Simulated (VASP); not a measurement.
Input of a VASP 6.6.1 run:

INCAR

```
SYSTEM = Ba
ALGO = Fast ; EDIFF = 1E-6
ENCUT = 520 ; GGA = PS
ISIF = 2 ; ISMEAR = 0
LASPH = .TRUE. ; LCHARG = .FALSE.
LREAL = .FALSE. ; LWAVE = .FALSE.
NBANDS = 11 ; NELM = 100
PREC = Accurate ; SIGMA = 0.15
```

Contents of KPOINTS:

```
k-points
0
G
  14 14 14
  0 0 0
```

POSCAR

```
Ba
1.0
    4.1133456640     -0.8226691328     -0.8226691328
   -0.8226691328      4.1133456640     -0.8226691328
   -0.8226691328     -0.8226691328      4.1133456640
Ba
1
Direct
    0.0000000000      0.0000000000      0.0000000000
```

Potentials or basis: VASP PAW PBE potentials, release 64 (Ba_sv).

Launch:

```sh
$ cat potpaw_PBE.64/Ba_sv/POTCAR > POTCAR
$ mpirun -np 1 vasp_std > vasp.out
```

Estimate the pressure.

-0.2 GPa.

Predict the band gap on the k mesh.

zero (band 5 reaches 2.14 eV, above the bottom of band 6 at 1.09 eV).

Caveat: the PAW data sets were made with another functional, which shifts forces and pressure a little; spin-orbit coupling is left out, which moves the levels of the heavy elements.
